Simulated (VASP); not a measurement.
# CdTe (I-4m2) in VASP: notebook, part 3 of 3

VASP 6.6.1.

## Step 6: Single point, PBE (strain +0.030 along x and y, +0.000 along z)

Input file INCAR:

```
SYSTEM = CdTe
PREC = Accurate
ENCUT = 520
EDIFF = 1E-6
ISMEAR = 0
SIGMA = 0.05
LREAL = .False.
LASPH = .True.
NELM = 80
ALGO = Normal
ISIF = 2
LWAVE = .False.
LCHARG = .False.
GGA = PE
NBANDS = 16
```

Input file KPOINTS:

```
Automatic mesh
0
Gamma
  8 8 8
  0 0 0
```

Input file POSCAR:

```
CdTe
1.0
    0.0000000000      3.3011500000      3.2050000000
    3.3011500000      0.0000000000      3.2050000000
    3.3011500000      3.3011500000      0.0000000000
Cd Te
1 1
Direct
    0.0000000000      0.0000000000      0.0000000000
    0.7500000000      0.7500000000      0.7500000000
```

Potentials or basis: VASP PAW PBE potentials, release 64 (Cd, Te).

Launch:

```sh
$ cat potpaw_PBE.64/Cd/POTCAR potpaw_PBE.64/Te/POTCAR > POTCAR
$ mpirun -np 1 vasp_std > vasp.out
```

OUTCAR:

```text
SYSTEM = CdTe
   PREC = Accurate
   ENCUT = 520
   EDIFF = 1E-6
   ISMEAR = 0
   LREAL = .False.
   LASPH = .True.
   NELM = 80
   ISIF = 2
   GGA = PE

 ion  position               nearest neighbor table
   1  0.000  0.000  0.000-   2 2.83   2 2.83   2 2.83   2 2.83
   2  0.750  0.750  0.750-   1 2.83   1 2.83   1 2.83   1 2.83

  LATTYP: Found a body centered tetragonal cell.
 ALAT       =     4.6685311014
 C/A-ratio  =     1.3730228761

  Lattice vectors:

 A1 = (   0.0000000000,  -3.3011500000,  -3.2050000000)
 A2 = (   0.0000000000,   3.3011500000,  -3.2050000000)
 A3 = (   3.3011500000,   0.0000000000,   3.2050000000)

Analysis of symmetry for initial positions (statically):
=====================================================================
 Subroutine PRICEL returns:
 Original cell was already a primitive cell.

 Routine SETGRP: Setting up the symmetry group for a
 body centered tetragonal supercell.

 Subroutine GETGRP returns: Found  8 space group operations
 (whereof  8 operations were pure point group operations)
 out of a pool of 16 trial point group operations.

The static configuration has the point symmetry D_2d.

Analysis of symmetry for dynamics (positions and initial velocities):
=====================================================================
 Subroutine PRICEL returns:
 Original cell was already a primitive cell.

 Routine SETGRP: Setting up the symmetry group for a
 body centered tetragonal supercell.

 Subroutine GETGRP returns: Found  8 space group operations
 (whereof  8 operations were pure point group operations)
 out of a pool of 16 trial point group operations.

The dynamic configuration has the point symmetry D_2d.

 Subroutine INISYM returns: Found  8 space group operations
 (whereof  8 operations are pure point group operations),
 and found     1 'primitive' translations

----------------------------------------------------------------------------------------
[... 107 lines left out ...]
   EFERMI =   0.00;   METHOD = LEGACY
   ISMEAR =     0;   SIGMA  =   0.05  broadening in eV -4-tet -1-fermi 0-gaus
   EFERMI_NEDOS =   21; number of points for ismear=-14 and -15
   IALGO  =     38    algorithm
   IMIX   =      4    mixing-type and parameters
     AMIX     =   0.40;   BMIX     =  1.00
     AMIX_MAG =   1.60;   BMIX_MAG =  1.00
  volume/ion in A,a.u.               =      34.93       235.70
  Fermi-wavevector in a.u.,A,eV,Ry     =   1.041764  1.968649 14.766035  1.085273
  Thomas-Fermi vector in A             =   2.176400
   LORBIT       =      0    0 simple, 1 ext, 2 COOP (PROOUT), +10 PAW based schemes
   GGA     = PE    functional components
   LHFCALC =     F    Hartree Fock is set to
   AEXX    =    0.0000 exact exchange contribution
   IVDW    =     0    specifies the selected vdW correction
   LEPSILON=     F    determine dielectric tensor
   LRPA    =     F    only Hartree local field effects (RPA)
 non-spin polarized calculation
 Gauss-broadening in eV      SIGMA  =   0.05
  energy-cutoff  :      520.00
  volume of cell :       69.85
 maximum number of plane-waves:      1904
 NGX is ok and might be reduce to    36
   NGX = 17   NGY = 17   NGZ = 17

 number of electron      18.0000004 magnetization

 Free energy of the ion-electron system (eV)
  ---------------------------------------------------
  ext. energy  EPLUGINS =         0.00000000
  ---------------------------------------------------
  free energy    TOTEN  =        -4.79716797 eV

  energy without entropy =       -4.79716797  energy(sigma->0) =       -4.79716797

 E-fermi :   2.4291     XC(G=0):  -8.4705

 val. band max:        2.1710964249   @ k =   0.0000   0.0000   0.0000
 cond. band min:       2.8016846906   @ k =   0.0000   0.0000   0.0000
 fundamental gap:      0.6305882657
 Fermi energy:         2.4290976073

 k-point     1 :       0.0000    0.0000    0.0000
  band No.  band energies     occupation
      1      -8.9134      2.00000
      2      -6.0878      2.00000
      3      -6.0878      2.00000
      4      -6.0810      2.00000
      5      -5.8463      2.00000
      6      -5.8425      2.00000
[... 433 lines left out ...]
      3      -6.0179      2.00000
      4      -5.8623      2.00000
      5      -5.8349      2.00000
      6      -5.7036      2.00000
[... 8 lines left out ...]
     15      11.2648      0.00000
     16      11.8757      0.00000

 [... further k-points ...]
[... 5 lines left out ...]
  --------------------------------------------------------------------------------------
  -------------------------------------------------------------------------------------
  Total        0.6043222      0.6043222      0.7897919      0.0000000      0.0000000      0.0000000
  in kB       13.8608738     13.8608738     18.1148485      0.0000000      0.0000000      0.0000000
  external PRESSURE =      15.2788654 kB  Pullay stress =       0.0000000 kB

 VOLUME and BASIS-vectors are now :
 -----------------------------------------------------------------------------
  energy-cutoff  :      520.00
  volume of cell :       69.85
      direct lattice vectors                 reciprocal lattice vectors
     0.000000000  3.301150000  3.205000000    -0.151462369  0.151462369  0.156006240
     3.301150000  0.000000000  3.205000000     0.151462369 -0.151462369  0.156006240
     3.301150000  3.301150000  0.000000000     0.151462369  0.151462369 -0.156006240

 POSITION                                       TOTAL-FORCE (eV/Angst)
 -----------------------------------------------------------------------------------
      0.00000      0.00000      0.00000        -0.000000     -0.000000     -0.000000
      4.95172      4.95172      4.80750         0.000000      0.000000      0.000000
 -----------------------------------------------------------------------------------
    total drift:                                0.000001      0.000001     -0.000000

  FREE ENERGIE OF THE ION-ELECTRON SYSTEM (eV)
  ---------------------------------------------------
  free  energy   TOTEN  =        -4.7971679667 eV

  energy  without entropy=       -4.7971679667  energy(sigma->0) =       -4.79716797
```

OSZICAR:

```text
N       E                     dE             d eps       ncg     rms          rms(c)
DAV:   1     0.103042152571E+03    0.10304E+03   -0.82642E+03  1888   0.975E+02
DAV:   2    -0.139314288632E+01   -0.10444E+03   -0.99585E+02  2296   0.238E+02
DAV:   3    -0.499413368373E+01   -0.36010E+01   -0.35969E+01  2248   0.461E+01
DAV:   4    -0.502840818749E+01   -0.34275E-01   -0.34273E-01  2952   0.394E+00
DAV:   5    -0.502848790711E+01   -0.79720E-04   -0.79719E-04  2424   0.177E-01    0.532E+00
DAV:   6    -0.481107880934E+01    0.21741E+00   -0.37402E-01  2264   0.717E+00    0.439E+00
DAV:   7    -0.479582913581E+01    0.15250E-01   -0.10550E-01  2352   0.208E+00    0.170E+00
DAV:   8    -0.479674611712E+01   -0.91698E-03   -0.10371E-02  2056   0.115E+00    0.458E-01
DAV:   9    -0.479707522471E+01   -0.32911E-03   -0.97329E-04  2304   0.323E-01    0.102E-01
DAV:  10    -0.479712887689E+01   -0.53652E-04   -0.11003E-04  2448   0.102E-01    0.554E-02
DAV:  11    -0.479716888876E+01   -0.40012E-04   -0.81315E-05  2232   0.569E-02    0.382E-02
DAV:  12    -0.479716796672E+01    0.92204E-06   -0.32420E-06  2264   0.141E-02
   1 F= -.47971680E+01 E0= -.47971680E+01  d E =-.150546E-15
```

stdout:

```text
POSCAR found type information on POSCAR CdTe
 POSCAR found :  2 types and       2 ions
 scaLAPACK will be used
 LDA part: xc-table for (Slater+PW92), standard interpolation
 POSCAR, INCAR and KPOINTS ok, starting setup
 FFT: planning ... GRIDC
 FFT: planning ... GRID_SOFT
 FFT: planning ... GRID
 WAVECAR not read
 entering main loop
```

Wall time 74 s (1 thread of Intel Xeon 8259CL, shared host); peak memory 0.25 GiB.

What came out:

```yaml
Free_energy: -4.7972 eV
Pressure: 1.5 GPa
Band_gap_on_the_k_mesh: 0.63 eV
```

Stress tensor (GPa, compression positive):
```
1.39 0.00 0.00
0.00 1.39 0.00
0.00 0.00 1.81
```

Caveat: the cell differs from its parent crystal (strain +0.030 along x and y, +0.000 along z); semilocal functionals underestimate gaps, and a narrow one can read as zero; spin-orbit coupling is left out, which moves the levels of the heavy elements.

## Step 7: Summary

| cell | gap on the mesh (eV) | pressure (GPa) |
| --- | --- | --- |
| a = 4.500, b = 4.500, c = 4.601 Å, angles 59.3, 59.3, 61.5°, 2 atoms | 0.78 | 4.4 |
| a = 4.533, b = 4.533, c = 4.601 Å, angles 59.5, 59.5, 61.0°, 2 atoms | 0.76 | 3.6 |
| a = 4.535, b = 4.535, c = 4.669 Å, angles 59.0, 59.0, 62.0°, 2 atoms | 0.66 | 2.9 |
| a = 4.568, b = 4.568, c = 4.669 Å, angles 59.3, 59.3, 61.5°, 2 atoms | 0.64 | 2.2 |
| a = 4.601, b = 4.601, c = 4.669 Å, angles 59.5, 59.5, 61.0°, 2 atoms | 0.63 | 1.5 |

Alike in all rows: task single point; level PBE; potentials or basis VASP PAW PBE potentials, release 64 (Cd, Te); no spin polarisation; k mesh 8 × 8 × 8; cutoff (eV) 520; smearing gaussian 0.05 eV.

Caveats: semilocal functionals underestimate gaps, and a narrow one can read as zero; spin-orbit coupling is left out, which moves the levels of the heavy elements; the cell stands under pressure (at least some runs).

Absolute energies hang on the potentials; compare differences alone.
